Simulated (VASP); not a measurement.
Here is a VASP 6.6.1 calculation.

The input INCAR:

```
SYSTEM = Si8GeH4O16
  PREC = Accurate
  ENCUT = 520
  EDIFF = 1E-6
  ISMEAR = -1
  SIGMA = 0.02
  LREAL = .FALSE.
  LASPH = .TRUE.
  NELM = 120
  ALGO = Normal
  ISIF = 2
  LWAVE = .FALSE.
  LCHARG = .FALSE.
  GGA = PE
  IVDW = 12
  NBANDS = 93
  GGA_COMPAT = .FALSE.
  NELMDL = -8
```

The input KPOINTS:

```
regular mesh
0
G
  3 3 1
  0 0 0
```

File POSCAR:

```
Si8GeH4O16
1.0
    5.8463590000      0.0000000000      0.0000000000
    0.0000000000      5.3080000000      0.0000000000
    0.0000000000      0.0000000000     17.7098270000
Si O Ge H
8 16 1 4
Direct
    0.0000000000      0.0000000000      0.0564658254
    0.4999999145      0.2500000000      0.0564658254
    0.4854450437     -0.0026674830      0.2343322721
   -0.0161705773      0.2383705727      0.2259075710
    0.0000000000      0.5000000000      0.0564658254
    0.4999999145      0.7500000000      0.0564658254
    0.4808799802      0.4972739261      0.2253514391
   -0.0156812129      0.7556420497      0.2264637594
   -0.0132689423     -0.0014506405      0.1556371499
    0.1943999676      0.2500000000      0.0564658254
    0.4982832905     -0.0006316880      0.1224814901
    0.8056000324      0.2500000000      0.0564658254
    0.4800264575     -0.0178255463      0.3320911040
    0.6783608396      0.2511844386      0.2285344741
   -0.0157289349     -0.0028743406      0.2880005547
    0.2902377360      0.2478376036      0.2252013529
   -0.0118184668      0.4980838357      0.1591830344
    0.1943999676      0.7500000000      0.0564658254
    0.4956524223      0.4985862849      0.1236862449
    0.8056000324      0.7500000000      0.0564658254
    0.4465584477      0.5007905049      0.3356970681
    0.6790373290      0.7419393369      0.2276162269
   -0.0175062804      0.4957309721      0.2910760224
    0.2901503312      0.7491878297      0.2239811829
    1.1184229364      0.4805050867      0.3831298296
    1.5481546720      0.1305241145      0.3547545100
    0.4959688586      0.6766000377      0.3495077055
    1.0302068347      0.2173274303      0.4115366006
    0.9824524974      0.7049073097      0.4222831765
```

Potentials or basis: VASP PAW PBE potentials, release 64 (Si, O, Ge_d, H).

Launch:

```bash
$ cat potpaw_PBE.64/Si/POTCAR potpaw_PBE.64/O/POTCAR potpaw_PBE.64/Ge_d/POTCAR potpaw_PBE.64/H/POTCAR > POTCAR
$ mpirun -np 1 vasp_std > vasp.out
```

Problem. Predict the largest force.

Solution. 4.473 eV/Å.

Problem. Predict the dispersion energy per atom.

Solution. -0.156 eV.

Problem. Predict the band gap on the k mesh.

Solution. 0.04 eV.

Forces in eV/Å, atoms in the order of the input:
```
Si  -0.189 -0.007  4.062
Si   0.012 -0.177 -0.787
Si   0.026 -0.037 -0.103
Si   0.071  0.116 -0.048
Si  -0.207 -0.012  4.468
Si   0.013  0.095 -0.763
Si   0.078  0.010 -0.189
Si   0.008 -0.084 -0.107
O   -0.036  0.001  0.048
O   -1.954  0.101 -1.662
O   -0.020  0.015  0.171
O    1.700  0.192 -1.970
O   -0.090 -0.160 -0.018
O   -0.055  0.052  0.134
O    0.003 -0.009  0.107
O   -0.030  0.061 -0.016
O   -0.032 -0.002  0.040
O   -1.950 -0.160 -1.649
O    0.003  0.001 -0.260
O    1.697 -0.251 -1.959
O   -0.435 -0.155  0.601
O   -0.024 -0.036  0.091
O    0.070 -0.011 -0.025
O   -0.010 -0.095  0.070
Ge   0.058  0.008 -0.123
H    0.098  0.057  0.070
H   -0.041  0.334  0.030
H    0.527  0.212 -0.086
H    0.708 -0.059 -0.125
```

Caveat: there is no dipole correction, which matters where the two faces differ; semilocal functionals underestimate gaps, and a narrow one can read as zero.
